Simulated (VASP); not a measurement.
# KCl (I4/mmm) in VASP: further runs

KCl is run at these levels: LDA; tasks: single point.

All numbers are computed with VASP 6.6.1; they aren't measurements. Logs are shortened: lines on timing, memory, paths and dates and some standing lists are left out, and cuts for length are marked.

### Step 1. The cell of the first run

It takes space group I4/mmm (No. 139, tetragonal). The conventional cell has a = 4.463 Å, b = 4.463 Å, c = 6.186 Å, α = 90.00°, β = 90.00°, γ = 90.00°. K (site symmetry 4/mmm) has 6 Cl at 3.09 to 3.16 Å within 4.1 Å. Within 4.1 Å of Cl (site symmetry 4/mmm) lie 6 K at 3.09 to 3.16 Å.

### Step 2. Single point, LDA (zz strain of -2 %)

The input, INCAR:

```
PREC = Accurate
ENCUT = 520
EDIFF = 1E-7
ISMEAR = -1
SIGMA = 0.03
LREAL = F
LASPH = T
NELM = 80
ALGO = Normal
ISIF = 2
LWAVE = F
LCHARG = F
GGA = CA
NBANDS = 15
```

The input, KPOINTS:

```
Automatic mesh
0
Gamma
  7 7 7
```

The input, POSCAR:

```
KCl
1.0
    0.0000000000      3.1561000000      3.0929780000
    3.1561000000      0.0000000000      3.0929780000
    3.1561000000      3.1561000000      0.0000000000
K Cl
1 1
Direct
    0.0000000000      0.0000000000      0.0000000000
    0.5000000000      0.5000000000      0.5000000000
```

Potentials or basis: VASP PAW LDA potentials, release 64 (K_sv, Cl).

Run with:

```
cat potpaw_LDA.64/K_sv/POTCAR potpaw_LDA.64/Cl/POTCAR > POTCAR
mpirun -np 1 vasp_std > vasp.out
```

OUTCAR:

```text
PREC = Accurate
   ENCUT = 520
   EDIFF = 1E-7
   ISMEAR = -1
   LREAL = F
   LASPH = T
   NELM = 80
   ISIF = 2
   GGA = CA

 ion  position               nearest neighbor table
   1  0.000  0.000  0.000-   2 3.09   2 3.09   2 3.16   2 3.16   2 3.16   2 3.16
   2  0.500  0.500  0.500-   1 3.09   1 3.09   1 3.16   1 3.16   1 3.16   1 3.16

  LATTYP: Found a body centered tetragonal cell.
 ALAT       =     4.4633994242
 C/A-ratio  =     1.3859292911

  Lattice vectors:

 A1 = (   0.0000000000,  -3.1561000000,  -3.0929780000)
 A2 = (   0.0000000000,   3.1561000000,  -3.0929780000)
 A3 = (   3.1561000000,   0.0000000000,   3.0929780000)

Analysis of symmetry for initial positions (statically):
=====================================================================
 Subroutine PRICEL returns:
 Original cell was already a primitive cell.

 Routine SETGRP: Setting up the symmetry group for a
 body centered tetragonal supercell.

 Subroutine GETGRP returns: Found 16 space group operations
 (whereof 16 operations were pure point group operations)
 out of a pool of 16 trial point group operations.

The static configuration has the point symmetry D_4h.

Analysis of symmetry for dynamics (positions and initial velocities):
=====================================================================
 Subroutine PRICEL returns:
 Original cell was already a primitive cell.

 Routine SETGRP: Setting up the symmetry group for a
 body centered tetragonal supercell.

 Subroutine GETGRP returns: Found 16 space group operations
 (whereof 16 operations were pure point group operations)
 out of a pool of 16 trial point group operations.

The dynamic configuration has the point symmetry D_4h.

 Subroutine INISYM returns: Found 16 space group operations
 (whereof 16 operations are pure point group operations),
 and found     1 'primitive' translations

----------------------------------------------------------------------------------------

                                     Primitive cell

  volume of cell :      61.6181

  direct lattice vectors                    reciprocal lattice vectors
     0.000000000  3.156100000  3.092978000    -0.158423371  0.158423371  0.161656501
     3.156100000  0.000000000  3.092978000     0.158423371 -0.158423371  0.161656501
     3.156100000  3.156100000  0.000000000     0.158423371  0.158423371 -0.161656501

  length of vectors
     4.418990848  4.418990848  4.463399424     0.276276588  0.276276588  0.276276588

[... 90 lines left out ...]
   PSTRESS=    0.0 pullay stress
   NELECT =      16.0000    total number of electrons
   NUPDOWN=      -1.0000    fix difference up-down
   EMIN   =  10.00;   EMAX   =-10.00  energy-range for DOS
   EFERMI =   0.00;   METHOD = LEGACY
   ISMEAR =    -1;   SIGMA  =   0.03  broadening in eV -4-tet -1-fermi 0-gaus
   EFERMI_NEDOS =   21; number of points for ismear=-14 and -15
   IALGO  =     38    algorithm
   IMIX   =      4    mixing-type and parameters
     AMIX     =   0.40;   BMIX     =  1.00
     AMIX_MAG =   1.60;   BMIX_MAG =  1.00
  volume/ion in A,a.u.               =      30.81       207.91
  Fermi-wavevector in a.u.,A,eV,Ry     =   1.044428  1.973684 14.841655  1.090831
  Thomas-Fermi vector in A             =   2.179181
   LORBIT       =      0    0 simple, 1 ext, 2 COOP (PROOUT), +10 PAW based schemes
   GGA     = CA    functional components
   LHFCALC =     F    Hartree Fock is set to
   AEXX    =    0.0000 exact exchange contribution
   IVDW    =     0    specifies the selected vdW correction
   LEPSILON=     F    determine dielectric tensor
   LRPA    =     F    only Hartree local field effects (RPA)
 non-spin polarized calculation
  energy-cutoff  :      520.00
  volume of cell :       61.62
 maximum number of plane-waves:      1672
 NGX is ok and might be reduce to    36
   NGX = 17   NGY = 17   NGZ = 17

 number of electron      16.0000000 magnetization

 Free energy of the ion-electron system (eV)
  ---------------------------------------------------
  ext. energy  EPLUGINS =         0.00000000
  ---------------------------------------------------
  free energy    TOTEN  =        -7.37576921 eV

  energy without entropy =       -7.37576921  energy(sigma->0) =       -7.37576921

 E-fermi :  -1.3904     XC(G=0):  -8.1556

 val. band max:       -2.0281866731   @ k =   0.0000   0.0000   0.0000
 cond. band min:       2.7438682003   @ k =   0.0000   0.0000   0.0000
 fundamental gap:      4.7720548734
 Fermi energy:        -1.3903799090

 k-point     1 :       0.0000    0.0000    0.0000
  band No.  band energies     occupation
      1     -28.8432      2.00000
      2     -14.0780      2.00000
      3     -12.5438      2.00000
      4     -12.5409      2.00000
      5     -12.5409      2.00000
      6      -2.0434      2.00000
      7      -2.0434      2.00000
      8      -2.0282      2.00000
      9       2.7439      0.00000
     10       6.0088      0.00000
     11       6.0088      0.00000
     12       6.1406      0.00000
     13       6.9397      0.00000
     14       7.0469      0.00000
[... 401 lines left out ...]
      2     -14.1609      2.00000
      3     -12.6157      2.00000
      4     -12.5821      2.00000
      5     -12.4054      2.00000
      6      -2.8976      2.00000
      7      -2.4662      2.00000
      8      -2.3946      2.00000
      9       5.3834      0.00000
     10       5.8117      0.00000
     11       7.5236      0.00000
     12       8.1504      0.00000
     13       8.6687      0.00000
     14       9.1519      0.00000
     15       9.7495      0.00000

 [... further k-points ...]

------------------------ aborting loop because EDIFF is reached ----------------------------------------

  FORCE on cell =-STRESS in cart. coord.  units (eV):
  Direction    XX          YY          ZZ          XY          YZ          ZX
  --------------------------------------------------------------------------------------
  -------------------------------------------------------------------------------------
  Total       -0.7522569     -0.7522569     -0.4961146      0.0000000      0.0000000      0.0000000
  in kB      -19.5599804    -19.5599804    -12.8998387      0.0000000      0.0000000      0.0000000
  external PRESSURE =     -17.3399332 kB  Pullay stress =       0.0000000 kB

 VOLUME and BASIS-vectors are now :
 -----------------------------------------------------------------------------
  energy-cutoff  :      520.00
  volume of cell :       61.62
      direct lattice vectors                 reciprocal lattice vectors
     0.000000000  3.156100000  3.092978000    -0.158423371  0.158423371  0.161656501
     3.156100000  0.000000000  3.092978000     0.158423371 -0.158423371  0.161656501
     3.156100000  3.156100000  0.000000000     0.158423371  0.158423371 -0.161656501

 POSITION                                       TOTAL-FORCE (eV/Angst)
 -----------------------------------------------------------------------------------
      0.00000      0.00000      0.00000         0.000000      0.000000      0.000000
      3.15610      3.15610      3.09298        -0.000000      0.000000     -0.000000
 -----------------------------------------------------------------------------------
    total drift:                                0.000000      0.000000      0.000000

  FREE ENERGIE OF THE ION-ELECTRON SYSTEM (eV)
  ---------------------------------------------------
  free  energy   TOTEN  =        -7.3757692053 eV

  energy  without entropy=       -7.3757692053  energy(sigma->0) =       -7.37576921
```

OSZICAR:

```text
N       E                     dE             d eps       ncg     rms          rms(c)
DAV:   1     0.105088846091E+03    0.10509E+03   -0.69615E+03  1200   0.950E+02
DAV:   2    -0.902091884467E+00   -0.10599E+03   -0.96354E+02  1544   0.253E+02
DAV:   3    -0.746306750280E+01   -0.65610E+01   -0.65206E+01  1683   0.529E+01
DAV:   4    -0.766859575075E+01   -0.20553E+00   -0.20548E+00  1816   0.942E+00
DAV:   5    -0.767034734806E+01   -0.17516E-02   -0.17516E-02  1718   0.939E-01    0.350E+00
DAV:   6    -0.740362340131E+01    0.26672E+00   -0.36458E-01  1459   0.322E+00    0.281E+00
DAV:   7    -0.737628032959E+01    0.27343E-01   -0.59698E-02  1676   0.154E+00    0.163E+00
DAV:   8    -0.737566636552E+01    0.61396E-03   -0.10579E-02  1751   0.780E-01    0.234E-01
DAV:   9    -0.737565108150E+01    0.15284E-04   -0.48570E-04  1593   0.131E-01    0.810E-02
DAV:  10    -0.737576779346E+01   -0.11671E-03   -0.73192E-05  1349   0.618E-02    0.118E-02
DAV:  11    -0.737576876534E+01   -0.97188E-06   -0.33613E-06  1847   0.128E-02    0.530E-03
DAV:  12    -0.737576923722E+01   -0.47187E-06   -0.12651E-06  1403   0.777E-03    0.318E-03
DAV:  13    -0.737576920535E+01    0.31869E-07   -0.19226E-07  1466   0.316E-03
   1 F= -.73757692E+01 E0= -.73757692E+01  d E =-.119445E-10
```

stdout:

```text
POSCAR found type information on POSCAR K Cl
 POSCAR found :  2 types and       2 ions
 scaLAPACK will be used
 LDA part: xc-table for (Slater(with rela. corr.)+CA(PZ))
 , standard interpolation
 POSCAR, INCAR and KPOINTS ok, starting setup
 FFT: planning ... GRIDC
 FFT: planning ... GRID_SOFT
 FFT: planning ... GRID
 WAVECAR not read
 entering main loop
```

It took 47 s on 1 thread of Intel Xeon 8259CL, shared host; peak memory 0.19 GiB.

Results:

| Quantity | Value |
| --- | --- |
| Free energy | -7.3758 eV |
| Pressure | -1.7 GPa |
| Band gap on the k mesh | 4.77 eV |

Stress tensor (GPa, compression positive):
```
-1.96  0.00  0.00
 0.00 -1.96  0.00
 0.00  0.00 -1.29
```

Caveat: the cell differs from its parent crystal (zz strain of -2 %).

### Step 3. Single point, LDA (zz strain of +1 %)

The input, INCAR:

```
SYSTEM = KCl
PREC = Accurate
ENCUT = 520
EDIFF = 1E-6
ISMEAR = -1
SIGMA = 0.03
LREAL = .False.
LASPH = .True.
NELM = 100
ALGO = Normal
ISIF = 2
LWAVE = .False.
LCHARG = .False.
GGA = CA
NBANDS = 15
```

The input, KPOINTS:

```
Automatic mesh
0
Gamma
  7 7 7
  0 0 0
```

The input, POSCAR:

```
KCl
1.0
    0.0000000000      3.1561000000      3.1876610000
    3.1561000000      0.0000000000      3.1876610000
    3.1561000000      3.1561000000      0.0000000000
K Cl
1 1
Direct
    0.0000000000      0.0000000000      0.0000000000
    0.5000000000      0.5000000000      0.5000000000
```

Potentials or basis: VASP PAW LDA potentials, release 64 (K_sv, Cl).

Run with:

```
cat potpaw_LDA.64/K_sv/POTCAR potpaw_LDA.64/Cl/POTCAR > POTCAR
mpirun -np 1 vasp_std > vasp.out
```

OUTCAR:

```text
SYSTEM = KCl
   PREC = Accurate
   ENCUT = 520
   EDIFF = 1E-6
   ISMEAR = -1
   LREAL = .False.
   LASPH = .True.
   NELM = 100
   ISIF = 2
   GGA = CA

 ion  position               nearest neighbor table
   1  0.000  0.000  0.000-   2 3.16   2 3.16   2 3.16   2 3.16   2 3.19   2 3.19
   2  0.500  0.500  0.500-   1 3.16   1 3.16   1 3.16   1 3.16   1 3.19   1 3.19

  LATTYP: Found a body centered tetragonal cell.
 ALAT       =     4.4633994242
 C/A-ratio  =     1.4283556980

  Lattice vectors:

 A1 = (  -3.1561000000,   0.0000000000,   3.1876610000)
[... 610 lines left out ...]
     11       7.2881      0.00000
     12       7.7949      0.00000
     13       8.3855      0.00000
     14       8.9293      0.00000
     15       9.4133      0.00000

 [... further k-points ...]
[... 5 lines left out ...]
  --------------------------------------------------------------------------------------
  -------------------------------------------------------------------------------------
  Total       -0.8282017     -0.8282017     -0.9267163      0.0000000      0.0000000      0.0000000
  in kB      -20.8950331    -20.8950331    -23.3804963      0.0000000      0.0000000      0.0000000
  external PRESSURE =     -21.7235209 kB  Pullay stress =       0.0000000 kB

 VOLUME and BASIS-vectors are now :
 -----------------------------------------------------------------------------
  energy-cutoff  :      520.00
  volume of cell :       63.50
      direct lattice vectors                 reciprocal lattice vectors
     0.000000000  3.156100000  3.187661000    -0.158423371  0.158423371  0.156854822
     3.156100000  0.000000000  3.187661000     0.158423371 -0.158423371  0.156854822
     3.156100000  3.156100000  0.000000000     0.158423371  0.158423371 -0.156854822

 POSITION                                       TOTAL-FORCE (eV/Angst)
 -----------------------------------------------------------------------------------
      0.00000      0.00000      0.00000        -0.000000     -0.000000      0.000000
      3.15610      3.15610      3.18766         0.000000      0.000000      0.000000
 -----------------------------------------------------------------------------------
    total drift:                                0.000000      0.000000      0.000000

  FREE ENERGIE OF THE ION-ELECTRON SYSTEM (eV)
  ---------------------------------------------------
  free  energy   TOTEN  =        -7.3544091221 eV

  energy  without entropy=       -7.3544091221  energy(sigma->0) =       -7.35440912
```

OSZICAR:

```text
N       E                     dE             d eps       ncg     rms          rms(c)
DAV:   1     0.106035762980E+03    0.10604E+03   -0.69440E+03  1200   0.946E+02
DAV:   2    -0.821326120321E+00   -0.10686E+03   -0.98851E+02  1557   0.253E+02
DAV:   3    -0.742456304832E+01   -0.66032E+01   -0.65707E+01  1635   0.534E+01
DAV:   4    -0.765476490945E+01   -0.23020E+00   -0.23010E+00  1918   0.960E+00
DAV:   5    -0.765690724266E+01   -0.21423E-02   -0.21423E-02  1670   0.945E-01    0.333E+00
DAV:   6    -0.738321566634E+01    0.27369E+00   -0.37409E-01  1522   0.321E+00    0.267E+00
DAV:   7    -0.735500391169E+01    0.28212E-01   -0.60318E-02  1648   0.153E+00    0.157E+00
DAV:   8    -0.735429953764E+01    0.70437E-03   -0.11041E-02  1728   0.783E-01    0.237E-01
DAV:   9    -0.735428028340E+01    0.19254E-04   -0.55990E-04  1530   0.139E-01    0.830E-02
DAV:  10    -0.735440738862E+01   -0.12711E-03   -0.82443E-05  1348   0.671E-02    0.137E-02
DAV:  11    -0.735440861716E+01   -0.12285E-05   -0.36201E-06  1728   0.138E-02    0.646E-03
DAV:  12    -0.735440912207E+01   -0.50491E-06   -0.14619E-06  1294   0.844E-03
   1 F= -.73544091E+01 E0= -.73544091E+01  d E =-.103374E-10
```

stdout:

```text
POSCAR found type information on POSCAR K Cl
 POSCAR found :  2 types and       2 ions
 scaLAPACK will be used
 LDA part: xc-table for (Slater(with rela. corr.)+CA(PZ))
 , standard interpolation
 POSCAR, INCAR and KPOINTS ok, starting setup
 FFT: planning ... GRIDC
 FFT: planning ... GRID_SOFT
 FFT: planning ... GRID
 WAVECAR not read
 entering main loop
```

Run time: 49 s. Hardware: 1 thread of Intel Xeon 8259CL, shared host; peak memory 0.19 GiB.

What came out:

| Quantity | Value |
| --- | --- |
| Free energy | -7.3544 eV |
| Pressure | -2.2 GPa |
| Band gap on the k mesh | 4.68 eV |

Caveat: the cell differs from its parent crystal (zz strain of +1 %); an odd mesh through Γ misses points on the zone boundary, where band edges can lie.
